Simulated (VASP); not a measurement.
# AlGa5As6 in VASP: notebook

Runs on AlGa5As6. Level: PBE. Tasks: single point.

Program: VASP 6.6.1. These are calculated values, not measurements. Logs are shortened: lines on timing, memory, paths and dates and some standing lists are left out, and cuts for length are marked.

## Step 1: The cell of the first run

It takes space group P-4m2 (No. 115, tetragonal). Conventional cell: a = 4.061 Å, b = 4.061 Å, c = 17.219 Å, α = 90.00°, β = 90.00°, γ = 90.00°. Al (site symmetry -4m2) has 4 As at 2.48 Å within 3.3 Å. Ga (site symmetry 2mm) has 4 As at 2.49 Å within 3.3 Å. Ga (site symmetry -4m2) has 4 As at 2.49 Å within 3.3 Å. Ga (site symmetry 2mm) has 4 As at 2.49 Å within 3.3 Å. As (site symmetry 2mm) has 4 Ga at 2.49 Å within 3.3 Å. Within 3.3 Å of As (site symmetry 2mm) lie 4 Ga at 2.49 Å. As (site symmetry 2mm) has 2 Al at 2.48 Å and 2 Ga at 2.49 Å within 3.3 Å.

## Step 2: Single point, PBE

File INCAR:

```
  ALGO = Normal
  EDIFF = 1E-6
  ENCUT = 520
  GGA = PE
  ISIF = 2
  ISMEAR = 0
  LASPH = T
  LCHARG = F
  LREAL = F
  LWAVE = F
  NBANDS = 61
  NELM = 60
  PREC = Accurate
  SIGMA = 0.1
```

File KPOINTS:

```
k-points
0
Gamma
  4 4 1
```

File POSCAR:

```
AlGa5As6
1.0
    4.0614933000      0.0000000000      0.0000000000
    0.0000000000      4.0614933000      0.0000000000
    0.0000000000      0.0000000000     17.2192632000
Al Ga As
1 5 6
Direct
    0.0000000000      0.0000000000      0.5000000000
    0.0000000000      0.0000000000      0.8331720000
    0.5000000000      0.5000000000      0.0000000000
    0.0000000000      0.0000000000      0.1668280000
    0.5000000000      0.5000000000      0.3335930000
    0.5000000000      0.5000000000      0.6664070000
    0.5000000000      0.0000000000      0.9165850000
    0.0000000000      0.5000000000      0.0834150000
    0.5000000000      0.0000000000      0.2501970000
    0.0000000000      0.5000000000      0.4173250000
    0.5000000000      0.0000000000      0.5826750000
    0.0000000000      0.5000000000      0.7498030000
```

Potentials or basis: VASP PAW PBE potentials, release 64 (Al, Ga_d, As).

Launch:

```bash
> cat potpaw_PBE.64/Al/POTCAR potpaw_PBE.64/Ga_d/POTCAR potpaw_PBE.64/As/POTCAR > POTCAR
> mpirun -np 1 vasp_std > vasp.out
```

OUTCAR:

```text
EDIFF = 1E-6
   ENCUT = 520
   GGA = PE
   ISIF = 2
   ISMEAR = 0
   LASPH = T
   LREAL = F
   NELM = 60
   PREC = Accurate

 ion  position               nearest neighbor table
   1  0.000  0.000  0.500-  10 2.48  11 2.48  10 2.48  11 2.48
   2  0.000  0.000  0.833-  12 2.49  12 2.49   7 2.49   7 2.49
   3  0.500  0.500  0.000-   7 2.49   8 2.49   7 2.49   8 2.49
   4  0.000  0.000  0.167-   9 2.49   9 2.49   8 2.49   8 2.49
   5  0.500  0.500  0.334-   9 2.49   9 2.49  10 2.49  10 2.49
   6  0.500  0.500  0.666-  12 2.49  12 2.49  11 2.49  11 2.49
   7  0.500  0.000  0.917-   2 2.49   2 2.49   3 2.49   3 2.49
   8  0.000  0.500  0.083-   4 2.49   4 2.49   3 2.49   3 2.49
   9  0.500  0.000  0.250-   4 2.49   4 2.49   5 2.49   5 2.49
  10  0.000  0.500  0.417-   1 2.48   1 2.48   5 2.49   5 2.49
  11  0.500  0.000  0.583-   1 2.48   1 2.48   6 2.49   6 2.49
  12  0.000  0.500  0.750-   2 2.49   2 2.49   6 2.49   6 2.49

  LATTYP: Found a simple tetragonal cell.
 ALAT       =     4.0614933000
 C/A-ratio  =     4.2396384601

  Lattice vectors:

 A1 = (   4.0614933000,   0.0000000000,   0.0000000000)
 A2 = (   0.0000000000,   4.0614933000,   0.0000000000)
 A3 = (   0.0000000000,   0.0000000000,  17.2192632000)

Analysis of symmetry for initial positions (statically):
=====================================================================
 Subroutine PRICEL returns:
 Original cell was already a primitive cell.

 Routine SETGRP: Setting up the symmetry group for a
 simple tetragonal supercell.

 Subroutine GETGRP returns: Found  8 space group operations
 (whereof  8 operations were pure point group operations)
 out of a pool of 16 trial point group operations.

The static configuration has the point symmetry D_2d.

Analysis of symmetry for dynamics (positions and initial velocities):
=====================================================================
 Subroutine PRICEL returns:
 Original cell was already a primitive cell.

 Routine SETGRP: Setting up the symmetry group for a
 simple tetragonal supercell.

 Subroutine GETGRP returns: Found  8 space group operations
 (whereof  8 operations were pure point group operations)
 out of a pool of 16 trial point group operations.

[... 106 lines left out ...]
   NFREE  =      0    steps in history (QN), initial steepest desc. (CG)
   ISIF   =      2    stress and relaxation
   ISYM   =      2    0-nonsym 1-usesym 2-fastsym
   POTIM  = 0.5000    time-step for ionic-motion
   TEBEG  =    0.0;   TEEND  =   0.0 temperature during run
   PSTRESS=    0.0 pullay stress
   NELECT =      98.0000    total number of electrons
   NUPDOWN=      -1.0000    fix difference up-down
   EMIN   =  10.00;   EMAX   =-10.00  energy-range for DOS
   EFERMI =   0.00;   METHOD = LEGACY
   ISMEAR =     0;   SIGMA  =   0.10  broadening in eV -4-tet -1-fermi 0-gaus
   EFERMI_NEDOS =   21; number of points for ismear=-14 and -15
   IALGO  =     38    algorithm
   IMIX   =      4    mixing-type and parameters
     AMIX     =   0.40;   BMIX     =  1.00
     AMIX_MAG =   1.60;   BMIX_MAG =  1.00
  volume/ion in A,a.u.               =      23.67       159.74
  Fermi-wavevector in a.u.,A,eV,Ry     =   1.148210  2.169803 17.937748  1.318387
  Thomas-Fermi vector in A             =   2.284887
   LORBIT       =      0    0 simple, 1 ext, 2 COOP (PROOUT), +10 PAW based schemes
   GGA     = PE    functional components
   LHFCALC =     F    Hartree Fock is set to
   AEXX    =    0.0000 exact exchange contribution
   IVDW    =     0    specifies the selected vdW correction
   LEPSILON=     F    determine dielectric tensor
   LRPA    =     F    only Hartree local field effects (RPA)
 non-spin polarized calculation
 Gauss-broadening in eV      SIGMA  =   0.10
  energy-cutoff  :      520.00
  volume of cell :      284.04
 maximum number of plane-waves:      7657
   NGX = 15   NGY = 15   NGZ = 65

 number of electron      98.0000082 magnetization

 Free energy of the ion-electron system (eV)
  ---------------------------------------------------
  ext. energy  EPLUGINS =         0.00000000
  ---------------------------------------------------
  free energy    TOTEN  =       -50.41684423 eV

  energy without entropy =      -50.41663068  energy(sigma->0) =      -50.41673746

 E-fermi :   3.7368     XC(G=0):  -9.2875

 val. band max:        3.5289002671   @ k =   0.0000   0.0000   0.0000
 cond. band min:       3.9250667706   @ k =   0.0000   0.0000   0.0000
 fundamental gap:      0.3961665035
 Fermi energy:         3.7367527667

 k-point     1 :       0.0000    0.0000    0.0000
  band No.  band energies     occupation
      1     -11.2418      2.00000
      2     -11.2357      2.00000
      3     -11.2121      2.00000
      4     -11.1852      2.00000
      5     -11.1618      2.00000
      6     -11.1618      2.00000
[... 373 lines left out ...]
     60       6.9583      0.00000
     61       7.3199      0.00000

------------------------ aborting loop because EDIFF is reached ----------------------------------------

  FORCE on cell =-STRESS in cart. coord.  units (eV):
  Direction    XX          YY          ZZ          XY          YZ          ZX
  --------------------------------------------------------------------------------------
  -------------------------------------------------------------------------------------
  Total        0.9586551      0.9586551     -0.8905870      0.0000000      0.0000000      0.0000000
  in kB        5.4073804      5.4073804     -5.0234363      0.0000000      0.0000000      0.0000000
  external PRESSURE =       1.9304415 kB  Pullay stress =       0.0000000 kB

 VOLUME and BASIS-vectors are now :
 -----------------------------------------------------------------------------
  energy-cutoff  :      520.00
  volume of cell :      284.04
      direct lattice vectors                 reciprocal lattice vectors
     4.061493300  0.000000000  0.000000000     0.246214859  0.000000000  0.000000000
     0.000000000  4.061493300  0.000000000     0.000000000  0.246214859  0.000000000
     0.000000000  0.000000000 17.219263200     0.000000000  0.000000000  0.058074494

 POSITION                                       TOTAL-FORCE (eV/Angst)
 -----------------------------------------------------------------------------------
      0.00000      0.00000      8.60963        -0.000000      0.000000     -0.000000
      0.00000      0.00000     14.34661         0.000000      0.000000      0.004043
      2.03075      2.03075      0.00000        -0.000000     -0.000000     -0.000000
      0.00000      0.00000      2.87266         0.000000      0.000000     -0.004043
      2.03075      2.03075      5.74423        -0.000000     -0.000000     -0.010169
      2.03075      2.03075     11.47504        -0.000000      0.000000      0.010169
      2.03075      0.00000     15.78292        -0.000000      0.000000     -0.002953
      0.00000      2.03075      1.43634        -0.000000      0.000000      0.002953
      2.03075      0.00000      4.30821        -0.000000      0.000000     -0.000229
      0.00000      2.03075      7.18603        -0.000000      0.000000      0.022235
      2.03075      0.00000     10.03323        -0.000000      0.000000     -0.022235
      0.00000      2.03075     12.91106        -0.000000      0.000000      0.000229
 -----------------------------------------------------------------------------------
    total drift:                                0.000000      0.000000      0.000000

  FREE ENERGIE OF THE ION-ELECTRON SYSTEM (eV)
  ---------------------------------------------------
  free  energy   TOTEN  =       -50.4168442282 eV

  energy  without entropy=      -50.4166306834  energy(sigma->0) =      -50.41673746
```

OSZICAR:

```text
N       E                     dE             d eps       ncg     rms          rms(c)
DAV:   1     0.906579244926E+03    0.90658E+03   -0.42451E+04   787   0.212E+03
DAV:   2     0.123020586955E+03   -0.78356E+03   -0.74881E+03   772   0.594E+02
DAV:   3    -0.393867266656E+02   -0.16241E+03   -0.15505E+03   912   0.182E+02
DAV:   4    -0.509494749827E+02   -0.11563E+02   -0.11453E+02   865   0.479E+01
DAV:   5    -0.514209190811E+02   -0.47144E+00   -0.47027E+00   939   0.104E+01    0.711E+00
DAV:   6    -0.505150447377E+02    0.90587E+00   -0.17356E+00  1033   0.113E+01    0.397E+00
DAV:   7    -0.504114390961E+02    0.10361E+00   -0.10691E+00   862   0.335E+00    0.122E+00
DAV:   8    -0.504141855625E+02   -0.27465E-02   -0.16332E-01   867   0.347E+00    0.292E-01
DAV:   9    -0.504156107625E+02   -0.14252E-02   -0.22510E-02   923   0.165E+00    0.999E-02
DAV:  10    -0.504162498574E+02   -0.63909E-03   -0.36386E-03   825   0.668E-01    0.579E-02
DAV:  11    -0.504166777931E+02   -0.42794E-03   -0.75634E-04   950   0.296E-01    0.282E-02
DAV:  12    -0.504168306372E+02   -0.15284E-03   -0.30981E-04   852   0.136E-01    0.789E-03
DAV:  13    -0.504168418895E+02   -0.11252E-04   -0.41337E-05   928   0.682E-02    0.346E-03
DAV:  14    -0.504168436583E+02   -0.17688E-05   -0.90754E-06   809   0.391E-02    0.162E-03
DAV:  15    -0.504168442282E+02   -0.56984E-06   -0.41271E-06   774   0.152E-02
   1 F= -.50416844E+02 E0= -.50416737E+02  d E =-.213545E-03
```

stdout:

```text
POSCAR found type information on POSCAR AlGaAs
 POSCAR found :  3 types and      12 ions
 scaLAPACK will be used
 LDA part: xc-table for (Slater+PW92), standard interpolation
 POSCAR, INCAR and KPOINTS ok, starting setup
 FFT: planning ... GRIDC
 FFT: planning ... GRID_SOFT
 FFT: planning ... GRID
 WAVECAR not read
 entering main loop
```

Wall time 3 min (1 thread of Intel Xeon 6975P-C, shared host); peak memory 0.37 GiB.

Results:

```yaml
Free_energy: -50.4168 eV
Pressure: 0.2 GPa
Largest_force: 0.022 eV/Å
Band_gap_on_the_k_mesh: 0.40 eV, direct
```

Forces on the atoms (eV/Å):
```
Al   0.000  0.000  0.000
Ga   0.000  0.000  0.004
Ga   0.000  0.000  0.000
Ga   0.000  0.000 -0.004
Ga   0.000  0.000 -0.010
Ga   0.000  0.000  0.010
As   0.000  0.000 -0.003
As   0.000  0.000  0.003
As   0.000  0.000  0.000
As   0.000  0.000  0.022
As   0.000  0.000 -0.022
As   0.000  0.000  0.000
```

## Step 3: Single point, PBE

File INCAR:

```
SYSTEM = AlGa5As6
ALGO = Normal ; EDIFF = 1E-6
ENCUT = 520 ; GGA = PE
ISIF = 2 ; ISMEAR = 0
LASPH = .TRUE. ; LCHARG = .TRUE.
LELF = .TRUE. ; LREAL = .FALSE.
LVHAR = .TRUE. ; LWAVE = .FALSE.
NBANDS = 61 ; NELM = 80
PREC = Accurate ; SIGMA = 0.1
```

File KPOINTS:

```
k-points
0
G
  4 4 1
  0 0 0
```

POSCAR is that of step 2.

Potentials or basis: VASP PAW PBE potentials, release 64 (Al, Ga_d, As).

Launch:

```bash
> cat potpaw_PBE.64/Al/POTCAR potpaw_PBE.64/Ga_d/POTCAR potpaw_PBE.64/As/POTCAR > POTCAR
> mpirun -np 1 vasp_std > vasp.out
```

Run time: 3 min. Hardware: 1 thread of Intel Xeon 6975P-C, shared host; peak memory 0.36 GiB.

The run converged. Its results:

```yaml
Free_energy: -50.4168 eV
Pressure: 0.2 GPa
Largest_force: 0.022 eV/Å
Band_gap_on_the_k_mesh: 0.40 eV, direct
```

Forces on the atoms (eV/Å):
```
Al   0.000  0.000  0.000
Ga   0.000  0.000  0.004
Ga   0.000  0.000  0.000
Ga   0.000  0.000 -0.004
Ga   0.000  0.000 -0.010
Ga   0.000  0.000  0.010
As   0.000  0.000 -0.003
As   0.000  0.000  0.003
As   0.000  0.000  0.000
As   0.000  0.000  0.022
As   0.000  0.000 -0.022
As   0.000  0.000  0.000
```

Stress tensor (GPa, compression positive):
```
 0.54  0.00  0.00
 0.00  0.54  0.00
 0.00  0.00 -0.50
```

Levels at points of the mesh, in eV from the valence-band top:
```tsv
k point	band 46	band 47	band 48	band 49	band 50	band 51	band 52	band 53
(0.00, 0.00, 0.00)	-0.87	-0.02	0.00	0.00	0.40	1.47	1.66	1.70
(0.50, 0.00, 0.00)	-1.06	-1.04	-1.03	-1.02	1.48	1.55	1.56	1.93
(0.50, 0.50, 0.00)	-2.46	-2.46	-2.45	-2.45	1.52	1.52	1.59	1.89
```

(Part 1 of 2 ends here.)
